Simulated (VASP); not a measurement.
# Pb (Fm-3m) in VASP: single point with r2SCAN

Aim: the single point of Pb with r2SCAN.

Everything below comes from runs of VASP 6.6.1. Logs are shortened: lines on timing, memory, paths and dates and some standing lists are left out, and cuts for length are marked.

## (1) The cell of the first run

It takes space group Fm-3m (No. 225, cubic). The conventional cell has a = 4.935 Å, b = 4.935 Å, c = 4.935 Å, α = 90.00°, β = 90.00°, γ = 90.00°. Within 4.6 Å of Pb (site symmetry m-3m) lie 12 Pb at 3.49 Å.

## (2) Single point, r2SCAN

Input file POSCAR:

```
Pb
1.0
    0.0000000000      2.4674785448      2.4674785448
    2.4674785448      0.0000000000      2.4674785448
    2.4674785448      2.4674785448      0.0000000000
Pb
1
Direct
    0.0000000000      0.0000000000      0.0000000000
```

Input file INCAR.step1:

```
SYSTEM = Pb
  PREC = Accurate
  ENCUT = 520
  ISMEAR = 0
  SIGMA = 0.1
  LREAL = .False.
  LASPH = .True.
  NELM = 60
  NBANDS = 13
  GGA = PE
  ALGO = Normal
  EDIFF = 1E-4
  LWAVE = .True.
  LCHARG = .False.
```

Input file INCAR.step2:

```
SYSTEM = Pb
  PREC = Accurate
  ENCUT = 520
  EDIFF = 1E-6
  ISMEAR = 0
  SIGMA = 0.1
  LREAL = .False.
  LASPH = .True.
  NELM = 60
  ALGO = Normal
  ISIF = 2
  LWAVE = .False.
  LCHARG = .False.
  METAGGA = R2SCAN
  LMIXTAU = .True.
  NBANDS = 13
  ISTART = 1
```

Input file KPOINTS:

```
Automatic mesh
0
Gamma
  14 14 14
  0 0 0
```

Potentials or basis: VASP PAW PBE potentials, release 64 (Pb_d).

Run with:

```console
$ cat potpaw_PBE.64/Pb_d/POTCAR > POTCAR
$ cp INCAR.step1 INCAR
$ mpirun -np 1 vasp_std > vasp.out
$ cp INCAR.step2 INCAR
$ mpirun -np 1 vasp_std > vasp.out
```

OUTCAR:

```text
SYSTEM = Pb
   PREC = Accurate
   ENCUT = 520
   EDIFF = 1E-6
   ISMEAR = 0
   LREAL = .False.
   LASPH = .True.
   NELM = 60
   ISIF = 2
   METAGGA = R2SCAN
   ISTART = 1

 ion  position               nearest neighbor table
   1  0.000  0.000  0.000-

  LATTYP: Found a face centered cubic cell.
 ALAT       =     4.9349570896

  Lattice vectors:

 A1 = (   0.0000000000,   2.4674785448,   2.4674785448)
 A2 = (   2.4674785448,   0.0000000000,   2.4674785448)
 A3 = (   2.4674785448,   2.4674785448,   0.0000000000)

Analysis of symmetry for initial positions (statically):
=====================================================================
 Subroutine PRICEL returns:
 Original cell was already a primitive cell.

 Routine SETGRP: Setting up the symmetry group for a
 face centered cubic supercell.

 Subroutine GETGRP returns: Found 48 space group operations
 (whereof 48 operations were pure point group operations)
 out of a pool of 48 trial point group operations.

The static configuration has the point symmetry O_h .

Analysis of symmetry for dynamics (positions and initial velocities):
=====================================================================
 Subroutine PRICEL returns:
 Original cell was already a primitive cell.

 Routine SETGRP: Setting up the symmetry group for a
 face centered cubic supercell.

 Subroutine GETGRP returns: Found 48 space group operations
 (whereof 48 operations were pure point group operations)
 out of a pool of 48 trial point group operations.

The dynamic configuration has the point symmetry O_h .

 Subroutine INISYM returns: Found 48 space group operations
 (whereof 48 operations are pure point group operations),
 and found     1 'primitive' translations

----------------------------------------------------------------------------------------

                                     Primitive cell

  volume of cell :      30.0462

  direct lattice vectors                    reciprocal lattice vectors
     0.000000000  2.467478545  2.467478545    -0.202636007  0.202636007  0.202636007
     2.467478545  0.000000000  2.467478545     0.202636007 -0.202636007  0.202636007
     2.467478545  2.467478545  0.000000000     0.202636007  0.202636007 -0.202636007

  length of vectors
     3.489541623  3.489541623  3.489541623     0.350975860  0.350975860  0.350975860

  position of ions in fractional coordinates (direct lattice)
     0.000000000  0.000000000  0.000000000

  ion indices of the primitive-cell ions
   primitive index   ion index
                 1           1

----------------------------------------------------------------------------------------

 KPOINTS: Automatic mesh

Automatic generation of k-mesh.
 Grid dimensions read from file:
 generate k-points for:   14   14   14

 Generating k-lattice:

  Cartesian coordinates                     Fractional coordinates (reciprocal lattice)
    -0.014474001  0.014474001  0.014474001     0.071428571  0.000000000  0.000000000
     0.014474001 -0.014474001  0.014474001     0.000000000  0.071428571  0.000000000
     0.014474001  0.014474001 -0.014474001     0.000000000  0.000000000  0.071428571

  Length of vectors
     0.025069704  0.025069704  0.025069704

  Shift w.r.t. Gamma in fractional coordinates (k-lattice)
     0.000000000  0.000000000  0.000000000

 Subroutine IBZKPT returns following result:
 ===========================================

 Found    104 irreducible k-points:

 Following reciprocal coordinates:
            Coordinates               Weight
  0.000000  0.000000  0.000000      1.000000
  0.071429  0.000000  0.000000      8.000000
  0.142857  0.000000  0.000000      8.000000
  0.214286  0.000000  0.000000      8.000000
  0.285714  0.000000  0.000000      8.000000
  0.357143  0.000000  0.000000      8.000000
[... 16 lines left out ...]
  0.214286  0.142857  0.000000     24.000000
  0.285714  0.142857  0.000000     24.000000
 [... further k-points ...]
   k-points           NKPTS =    104   k-points in BZ     NKDIM =    104   number of bands    NBANDS=     13
   number of dos      NEDOS =    301   number of ions     NIONS =      1
   total plane-waves  NPLWV =  21952
   dimension x,y,z NGX =    28 NGY =   28 NGZ =   28
   dimension x,y,z NGXF=    56 NGYF=   56 NGZF=   56
   ions per type =               1
   NGX,Y,Z   is equivalent  to a cutoff of  13.34, 13.34, 13.34 a.u.
   NGXF,Y,Z  is equivalent  to a cutoff of  26.68, 26.68, 26.68 a.u.
 SYSTEM =  Pb
   PREC   = accura    normal or accurate (medium, high low for compatibility)
   ISTART =      1    job   : 0-new  1-cont  2-samecut
   ICHARG =      0    charge: 1-file 2-atom 10-const
   ISPIN  =      1    spin polarized calculation?
   LNONCOLLINEAR =      F non collinear calculations
   LSORBIT =      F    spin-orbit coupling
   LASPH  =      T    aspherical Exc in radial PAW
   ENCUT  =  520.0 eV  38.22 Ry    6.18 a.u.   6.49  6.49  6.49*2*pi/ulx,y,z
   NELM   =     60;   NELMIN=  2; NELMDL=  0     # of ELM steps
   EDIFF  = 0.1E-05   stopping-criterion for ELM
   LREAL  =      F    real-space projection
   EDIFFG = 0.1E-04   stopping-criterion for IOM
   NSW    =      0    number of steps for IOM
   IBRION =     -1    ionic relax: 0-MD 1-quasi-New 2-CG
   NFREE  =      0    steps in history (QN), initial steepest desc. (CG)
   ISIF   =      2    stress and relaxation
   ISYM   =      2    0-nonsym 1-usesym 2-fastsym
   POTIM  = 0.5000    time-step for ionic-motion
   TEBEG  =    0.0;   TEEND  =   0.0 temperature during run
   PSTRESS=    0.0 pullay stress
   NELECT =      14.0000    total number of electrons
   NUPDOWN=      -1.0000    fix difference up-down
   EMIN   =  10.00;   EMAX   =-10.00  energy-range for DOS
   EFERMI =   0.00;   METHOD = LEGACY
   ISMEAR =     0;   SIGMA  =   0.10  broadening in eV -4-tet -1-fermi 0-gaus
   EFERMI_NEDOS =   21; number of points for ismear=-14 and -15
   IALGO  =     38    algorithm
   IMIX   =      4    mixing-type and parameters
     AMIX     =   0.40;   BMIX     =  1.00
     AMIX_MAG =   1.60;   BMIX_MAG =  1.00
  volume/ion in A,a.u.               =      30.05       202.76
  Fermi-wavevector in a.u.,A,eV,Ry     =   1.269173  2.398389 21.916263  1.610800
  Thomas-Fermi vector in A             =   2.402228
   LORBIT       =      0    0 simple, 1 ext, 2 COOP (PROOUT), +10 PAW based schemes
   METAGGA = R2SCAN    functional components
   LHFCALC =     F    Hartree Fock is set to
   AEXX    =    0.0000 exact exchange contribution
   IVDW    =     0    specifies the selected vdW correction
   LEPSILON=     F    determine dielectric tensor
   LRPA    =     F    only Hartree local field effects (RPA)
 non-spin polarized calculation
 Gauss-broadening in eV      SIGMA  =   0.10
  energy-cutoff  :      520.00
  volume of cell :       30.05
 maximum number of plane-waves:       869
 NGX is ok and might be reduce to    28
   NGX = 13   NGY = 13   NGZ = 13

 number of electron      13.9999999 magnetization

 Free energy of the ion-electron system (eV)
  ---------------------------------------------------
  ext. energy  EPLUGINS =         0.00000000
  ---------------------------------------------------
  free energy    TOTEN  =       -56.27778097 eV

  energy without entropy =      -56.27561529  energy(sigma->0) =      -56.27669813

 E-fermi :   7.3820     XC(G=0): -10.9746

 val. band max:        7.3622231501   @ k =  -0.2857   0.2857   0.0714
 cond. band min:       7.4220060546   @ k =   0.3571   0.2143   0.0000
 fundamental gap:      0.0597829046
 Fermi energy:         7.3819518824

 k-point     1 :       0.0000    0.0000    0.0000
  band No.  band energies     occupation
      1     -10.4040      2.00000
      2     -10.4040      2.00000
      3     -10.4040      2.00000
      4     -10.2517      2.00000
      5     -10.2517      2.00000
      6      -5.0350      2.00000
      7      15.1395      0.00000
      8      15.1395      0.00000
      9      15.1395      0.00000
     10      17.7517      0.00000
     11      19.7515      0.00000
     12      20.5033      0.00000
     13      20.5033      0.00000

 k-point     2 :       0.0714    0.0000    0.0000
  band No.  band energies     occupation
      1     -10.4042      2.00000
      2     -10.3958      2.00000
      3     -10.3958      2.00000
      4     -10.2522      2.00000
      5     -10.2522      2.00000
      6      -4.9308      2.00000
      7      13.9223      0.00000
      8      15.0073      0.00000
      9      15.0073      0.00000
     10      17.5009      0.00000
     11      20.2209      0.00000
     12      20.7369      0.00000
     13      20.7369      0.00000

 k-point     3 :       0.1429    0.0000    0.0000
  band No.  band energies     occupation
      1     -10.4059      2.00000
      2     -10.3773      2.00000
      3     -10.3773      2.00000
      4     -10.2492      2.00000
      5     -10.2492      2.00000
      6      -4.6176      2.00000
      7      11.6548      0.00000
      8      14.6716      0.00000
      9      14.6716      0.00000
     10      17.2186      0.00000
     11      20.9818      0.00000
     12      21.2760      0.00000
     13      21.3048      0.00000
[... 305 lines left out ...]
 k-point    23 :       0.2143    0.1429    0.0000
  band No.  band energies     occupation
      1     -10.4488      2.00000
      2     -10.3266      2.00000
      3     -10.3183      2.00000
      4     -10.2935      2.00000
      5     -10.2089      2.00000
      6      -4.0972      2.00000
      7      10.8513      0.00000
      8      12.7390      0.00000
      9      13.0970      0.00000
     10      16.4901      0.00000
     11      17.6564      0.00000
     12      22.3871      0.00000
     13      23.3484      0.00000

 k-point    24 :       0.2857    0.1429    0.0000
  band No.  band energies     occupation
      1     -10.4498      2.00000
      2     -10.3412      2.00000
      3     -10.3099      2.00000
      4     -10.2644      2.00000
      5     -10.1752      2.00000
      6      -3.5126      2.00000
      7       8.6958      0.00000
      8      12.2970      0.00000
      9      12.5867      0.00000
     10      16.3591      0.00000
     11      18.0197      0.00000
     12      21.9491      0.00000
     13      22.6420      0.00000

 [... further k-points ...]

------------------------ aborting loop because EDIFF is reached ----------------------------------------

  FORCE on cell =-STRESS in cart. coord.  units (eV):
  Direction    XX          YY          ZZ          XY          YZ          ZX
  --------------------------------------------------------------------------------------
  -------------------------------------------------------------------------------------
  Total        0.3290305      0.3290305      0.3290305      0.0000000      0.0000000     -0.0000000
  in kB       17.5451308     17.5451308     17.5451308      0.0000000      0.0000000     -0.0000000
  external PRESSURE =      17.5451308 kB  Pullay stress =       0.0000000 kB

 VOLUME and BASIS-vectors are now :
 -----------------------------------------------------------------------------
  energy-cutoff  :      520.00
  volume of cell :       30.05
      direct lattice vectors                 reciprocal lattice vectors
     0.000000000  2.467478545  2.467478545    -0.202636007  0.202636007  0.202636007
     2.467478545  0.000000000  2.467478545     0.202636007 -0.202636007  0.202636007
     2.467478545  2.467478545  0.000000000     0.202636007  0.202636007 -0.202636007

 POSITION                                       TOTAL-FORCE (eV/Angst)
 -----------------------------------------------------------------------------------
      0.00000      0.00000      0.00000         0.000000      0.000000     -0.000000
 -----------------------------------------------------------------------------------
    total drift:                               -0.000000     -0.000000     -0.000000

  FREE ENERGIE OF THE ION-ELECTRON SYSTEM (eV)
  ---------------------------------------------------
  free  energy   TOTEN  =       -56.2777809686 eV

  energy  without entropy=      -56.2756152851  energy(sigma->0) =      -56.27669813
```

Run time: 4 min. Hardware: 1 thread of Intel Xeon 6975P-C, shared host; peak memory 0.19 GiB.

What came out:

| Property | Result |
| --- | --- |
| Free energy | -56.2778 eV |
| Pressure | 1.8 GPa |
| Band gap on the k mesh | zero (band 7 reaches 15.14 eV, above the bottom of band 8 at 5.72 eV) |

Levels at points of the mesh, in eV from the Fermi level:
```tsv
k point	band 4	band 5	band 6	band 7	band 8	band 9	band 10	band 11
(0.00, 0.00, 0.00)	-17.63	-17.63	-12.42	7.76	7.76	7.76	10.37	12.37
(0.50, 0.00, 0.00)	-17.49	-17.49	-8.54	-4.48	5.80	5.80	9.92	10.09
(0.50, 0.50, 0.00)	-17.45	-17.45	-7.01	-3.55	2.08	2.08	5.89	7.00
```

Caveat: the PAW data sets were made with another functional, which shifts forces and pressure a little; spin-orbit coupling is left out, which moves the levels of the heavy elements.
